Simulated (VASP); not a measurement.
# Zn7S8 (a cell with a defect) in VASP: further runs

The runs below take Zn7S8 (a cell with a defect) through single point, with r2SCAN.

Program: VASP 6.6.1. These are calculated values, not measurements. Logs are shortened: lines on timing, memory, paths and dates and some standing lists are left out, and cuts for length are marked.

**1. The cell of the first run**

The cell holds a defect, 15 atoms: a = 7.620 Å, b = 7.620 Å, c = 7.620 Å, α = 60.00°, β = 60.00°, γ = 60.00°.

**2. Single point, r2SCAN**

File POSCAR:

```
Zn7S8
1.0
    0.0000000000      5.3884039933     -5.3884039933
    5.3884039933      5.3884039933      0.0000000000
    5.3884039933      0.0000000000     -5.3884039933
Zn S
7 8
Direct
    0.0116952229     -0.0116952229      0.5116952229
    0.4883047771     -0.0116952229      0.5116952229
    0.4883047771      0.5116952229      0.5116952229
    0.0116952229     -0.0116952229      0.9883047771
    0.0116952229      0.5116952229      0.9883047771
    0.5000000000      0.0000000000      1.0000000000
    0.4883047771      0.5116952229      0.9883047771
    0.1230126594      0.1256624469      0.1256624469
    0.1210413809      0.6210413809      0.1368758574
    0.6256624469      0.1256624469      0.1256624469
    0.6256624469      0.6230126594      0.1256624469
    0.1210413809      0.1368758574      0.6210413809
    0.1210413809      0.6210413809      0.6210413809
    0.6256624469      0.1256624469      0.6230126594
    0.6368758574      0.6210413809      0.6210413809
```

File INCAR.step1:

```
SYSTEM = Zn7S8
PREC     = Accurate       ! precision mode
ENCUT    = 520            ! plane-wave cutoff, eV
ISMEAR   = 0              ! smearing method
SIGMA    = 0.02           ! smearing width, eV
LREAL    = Auto         
LASPH    = .TRUE.         ! aspherical terms in the spheres
NELM     = 80             ! most SCF steps
NBANDS   = 79             ! bands
NELECT   = 134.0        
GGA      = PE             ! functional
ALGO     = Normal         ! electronic algorithm
EDIFF    = 1E-4           ! SCF threshold, eV
LWAVE    = .TRUE.         ! write WAVECAR
LCHARG   = .FALSE.        ! write CHGCAR
```

File INCAR.step2:

```
SYSTEM = Zn7S8
PREC     = Accurate       ! precision mode
ENCUT    = 520            ! plane-wave cutoff, eV
EDIFF    = 1E-7           ! SCF threshold, eV
ISMEAR   = 0              ! smearing method
SIGMA    = 0.02           ! smearing width, eV
LREAL    = Auto         
LASPH    = .TRUE.         ! aspherical terms in the spheres
NELM     = 80             ! most SCF steps
ALGO     = Normal         ! electronic algorithm
ISIF     = 2              ! what is computed and relaxed
LWAVE    = .FALSE.        ! write WAVECAR
LCHARG   = .FALSE.        ! write CHGCAR
METAGGA  = R2SCAN         ! meta-GGA
LMIXTAU  = .TRUE.       
NBANDS   = 79             ! bands
NELECT   = 134.0        
ISTART   = 1
```

File KPOINTS:

```
Automatic mesh
0
G
  2 2 2
  0 0 0
```

Potentials or basis: VASP PAW PBE potentials, release 64 (Zn, S).

The run is started by

```
cat potpaw_PBE.64/Zn/POTCAR potpaw_PBE.64/S/POTCAR > POTCAR
cp INCAR.step1 INCAR
mpirun -np 1 vasp_std > vasp.out
cp INCAR.step2 INCAR
mpirun -np 1 vasp_std > vasp.out
```

OUTCAR:

```text
SYSTEM = Zn7S8
   PREC = Accurate
   ENCUT = 520
   EDIFF = 1E-7
   ISMEAR = 0
   LREAL = Auto
   LASPH = .TRUE.
   NELM = 80
   ISIF = 2
   METAGGA = R2SCAN
   NELECT = 134.0
   ISTART = 1

 ion  position               nearest neighbor table
   1  0.012  0.988  0.512-  13 2.29  12 2.29   8 2.40  14 2.40
   2  0.488  0.988  0.512-  12 2.29  15 2.29  10 2.40  14 2.40
   3  0.488  0.512  0.512-  13 2.29  15 2.29  14 2.40  11 2.40
   4  0.012  0.988  0.988-   9 2.29  12 2.29  10 2.40   8 2.40
   5  0.012  0.512  0.988-  13 2.29   9 2.29  11 2.40   8 2.40
   6  0.500  0.000  0.000-   8 2.35  11 2.35  14 2.35  10 2.35
   7  0.488  0.512  0.988-   9 2.29  15 2.29  10 2.40  11 2.40
   8  0.123  0.126  0.126-   6 2.35   5 2.40   1 2.40   4 2.40
   9  0.121  0.621  0.137-   4 2.29   7 2.29   5 2.29
  10  0.626  0.126  0.126-   6 2.35   4 2.40   2 2.40   7 2.40
  11  0.626  0.623  0.126-   6 2.35   5 2.40   3 2.40   7 2.40
  12  0.121  0.137  0.621-   2 2.29   4 2.29   1 2.29
  13  0.121  0.621  0.621-   1 2.29   3 2.29   5 2.29
  14  0.626  0.126  0.623-   6 2.35   3 2.40   1 2.40   2 2.40
  15  0.637  0.621  0.621-   2 2.29   7 2.29   3 2.29

  LATTYP: Found a face centered cubic cell.
 ALAT       =    10.7768079866

  Lattice vectors:

 A1 = (   0.0000000000,   5.3884039933,  -5.3884039933)
 A2 = (   5.3884039933,   5.3884039933,   0.0000000000)
 A3 = (   5.3884039933,   0.0000000000,  -5.3884039933)

Analysis of symmetry for initial positions (statically):
=====================================================================
 Subroutine PRICEL returns:
 Original cell was already a primitive cell.

 Routine SETGRP: Setting up the symmetry group for a
 face centered cubic supercell.

 Subroutine GETGRP returns: Found 24 space group operations
 (whereof  4 operations were pure point group operations)
 out of a pool of 48 trial point group operations.

The static configuration has the point symmetry C_2v.
 The point group associated with its full space group is T_d .

Analysis of symmetry for dynamics (positions and initial velocities):
=====================================================================
 Subroutine PRICEL returns:
[... 124 lines left out ...]
   PSTRESS=    0.0 pullay stress
   NELECT =     134.0000    total number of electrons
   NUPDOWN=      -1.0000    fix difference up-down
   EMIN   =  10.00;   EMAX   =-10.00  energy-range for DOS
   EFERMI =   0.00;   METHOD = LEGACY
   ISMEAR =     0;   SIGMA  =   0.02  broadening in eV -4-tet -1-fermi 0-gaus
   EFERMI_NEDOS =   21; number of points for ismear=-14 and -15
   IALGO  =     38    algorithm
   IMIX   =      4    mixing-type and parameters
     AMIX     =   0.40;   BMIX     =  1.00
     AMIX_MAG =   1.60;   BMIX_MAG =  1.00
  volume/ion in A,a.u.               =      20.86       140.77
  Fermi-wavevector in a.u.,A,eV,Ry     =   1.233975  2.331874 20.717506  1.522694
  Thomas-Fermi vector in A             =   2.368684
   LORBIT       =      0    0 simple, 1 ext, 2 COOP (PROOUT), +10 PAW based schemes
   METAGGA = R2SCAN    functional components
   LHFCALC =     F    Hartree Fock is set to
   AEXX    =    0.0000 exact exchange contribution
   IVDW    =     0    specifies the selected vdW correction
   LEPSILON=     F    determine dielectric tensor
   LRPA    =     F    only Hartree local field effects (RPA)
 non-spin polarized calculation
 Gauss-broadening in eV      SIGMA  =   0.02
  energy-cutoff  :      520.00
  volume of cell :      312.90
 maximum number of plane-waves:      8424
 NGX is ok and might be reduce to    60
   NGX = 29   NGY = 29   NGZ = 29

 number of electron     133.9999986 magnetization

 Free energy of the ion-electron system (eV)
  ---------------------------------------------------
  ext. energy  EPLUGINS =         0.00000000
  ---------------------------------------------------
  free energy    TOTEN  =      -134.17079978 eV

  energy without entropy =     -134.17079978  energy(sigma->0) =     -134.17079978

 E-fermi :   1.9886     XC(G=0): -10.1065

 val. band max:        1.8702441228   @ k =   0.0000   0.0000   0.0000
 cond. band min:       4.3298914554   @ k =   0.0000   0.0000   0.0000
 fundamental gap:      2.4596473325
 Fermi energy:         1.9886292221

 k-point     1 :       0.0000    0.0000    0.0000
  band No.  band energies     occupation
      1     -12.0350      2.00000
      2     -11.1560      2.00000
      3     -11.1560      2.00000
      4     -11.1560      2.00000
      5     -10.8177      2.00000
      6     -10.4641      2.00000
[... 235 lines left out ...]
     78       8.1571      0.00000
     79       8.4395      0.00000

------------------------ aborting loop because EDIFF is reached ----------------------------------------

  FORCE on cell =-STRESS in cart. coord.  units (eV):
  Direction    XX          YY          ZZ          XY          YZ          ZX
  --------------------------------------------------------------------------------------
  -------------------------------------------------------------------------------------
  Total       13.2650478     13.2650478     13.2650478      0.0000000      0.0000000     -0.0000000
  in kB       67.9217642     67.9217642     67.9217642      0.0000000      0.0000000     -0.0000000
  external PRESSURE =      67.9217642 kB  Pullay stress =       0.0000000 kB

 VOLUME and BASIS-vectors are now :
 -----------------------------------------------------------------------------
  energy-cutoff  :      520.00
  volume of cell :      312.90
      direct lattice vectors                 reciprocal lattice vectors
     0.000000000  5.388403993 -5.388403993    -0.092791855  0.092791855 -0.092791855
     5.388403993  5.388403993  0.000000000     0.092791855  0.092791855  0.092791855
     5.388403993  0.000000000 -5.388403993     0.092791855 -0.092791855 -0.092791855

 POSITION                                       TOTAL-FORCE (eV/Angst)
 -----------------------------------------------------------------------------------
      8.08261      5.38840     -2.82024         0.000000     -0.000000     -0.013780
      8.08261      7.95657     -5.38840         0.000000     -0.013780      0.000000
      5.51444      5.38840     -5.38840         0.013780     -0.000000      0.000000
     10.65077      5.38840     -5.38840        -0.013780     -0.000000      0.000000
      8.08261      2.82024     -5.38840         0.000000      0.013780      0.000000
      0.00000      2.69420     -2.69420         0.000000      0.000000      0.000000
      8.08261      5.38840     -7.95657         0.000000     -0.000000      0.013780
      1.35424      1.33996     -1.33996        -0.000097      0.000097     -0.000097
      4.08396      3.99864     -1.38976         0.013938     -0.013938     -0.013938
      1.35424      4.04844     -4.04844        -0.000097     -0.000097      0.000097
      4.03416      6.72837     -4.04844         0.000097      0.000097      0.000097
      4.08396      1.38976     -3.99864         0.013938      0.013938      0.013938
      6.69284      3.99864     -3.99864        -0.013938     -0.013938      0.013938
      4.03416      4.04844     -6.72837         0.000097     -0.000097     -0.000097
      6.69284      6.77817     -6.77817        -0.013938      0.013938     -0.013938
 -----------------------------------------------------------------------------------
    total drift:                                0.000122      0.000121     -0.000122

  FREE ENERGIE OF THE ION-ELECTRON SYSTEM (eV)
  ---------------------------------------------------
  free  energy   TOTEN  =      -134.1707997821 eV

  energy  without entropy=     -134.1707997821  energy(sigma->0) =     -134.17079978
```

OSZICAR.step1:

```text
N       E                     dE             d eps       ncg     rms          rms(c)
DAV:   1     0.124671877433E+04    0.12467E+04   -0.59948E+04   474   0.197E+03
DAV:   2     0.159846525372E+03   -0.10869E+04   -0.10527E+04   474   0.488E+02
DAV:   3    -0.366817384431E+02   -0.19653E+03   -0.19166E+03   527   0.179E+02
DAV:   4    -0.499946635841E+02   -0.13313E+02   -0.13227E+02   532   0.469E+01
DAV:   5    -0.502833085040E+02   -0.28864E+00   -0.28814E+00   548   0.710E+00    0.195E+01
DAV:   6    -0.457016435126E+02    0.45817E+01   -0.86157E+00   685   0.454E+01    0.155E+01
DAV:   7    -0.459678302927E+02   -0.26619E+00   -0.11097E+01   540   0.966E+00    0.714E+00
DAV:   8    -0.458713645888E+02    0.96466E-01   -0.13853E+00   613   0.959E+00    0.264E+00
DAV:   9    -0.458621364555E+02    0.92281E-02   -0.21872E-01   612   0.600E+00    0.541E-01
DAV:  10    -0.458645843967E+02   -0.24479E-02   -0.32719E-02   541   0.150E+00    0.356E-01
DAV:  11    -0.458651041578E+02   -0.51976E-03   -0.32217E-03   596   0.540E-01    0.241E-01
DAV:  12    -0.458658370815E+02   -0.73292E-03   -0.16464E-03   502   0.342E-01    0.119E-01
DAV:  13    -0.458657890967E+02    0.47985E-04   -0.60708E-04   500   0.312E-01
   1 F= -.45865789E+02 E0= -.45865789E+02  d E =-.267795E-16
```

It took 5.3 min on 1 thread of Intel Xeon 6975P-C (Granite Rapids), shared host; peak memory 0.55 GiB.

What came out:

```
Free energy   : -134.1708 eV
Largest force : 0.024 eV/Å
```

Forces in eV/Å, atoms in the order of the input:
```
Zn   0.000  0.000 -0.014
Zn   0.000 -0.014  0.000
Zn   0.014  0.000  0.000
Zn  -0.014  0.000  0.000
Zn   0.000  0.014  0.000
Zn   0.000  0.000  0.000
Zn   0.000  0.000  0.014
S    0.000  0.000  0.000
S    0.014 -0.014 -0.014
S    0.000  0.000  0.000
S    0.000  0.000  0.000
S    0.014  0.014  0.014
S   -0.014 -0.014  0.014
S    0.000  0.000  0.000
S   -0.014  0.014 -0.014
```

Levels at points of the mesh, in eV from the Fermi level:
```csv
k point,band 65,band 66,band 67,band 68,band 69,band 70
"(0.00, 0.00, 0.00)",-0.12,-0.12,-0.12,2.34,3.12,3.12
"(0.50, 0.00, 0.00)",-0.95,-0.35,-0.35,3.49,3.72,4.10
"(0.50, 0.50, 0.00)",-1.20,-0.60,-0.60,4.42,4.52,4.54
```

Caveat: the k points lie up to 0.50 Å⁻¹ apart; the cell carries a net charge on a neutralising background, which shifts energy and pressure; the cell is charged against a uniform background, so pressure and absolute levels hang on convention; the PAW data sets were made with another functional, which shifts forces and pressure a little.

(Part 1 of 2 ends here.)
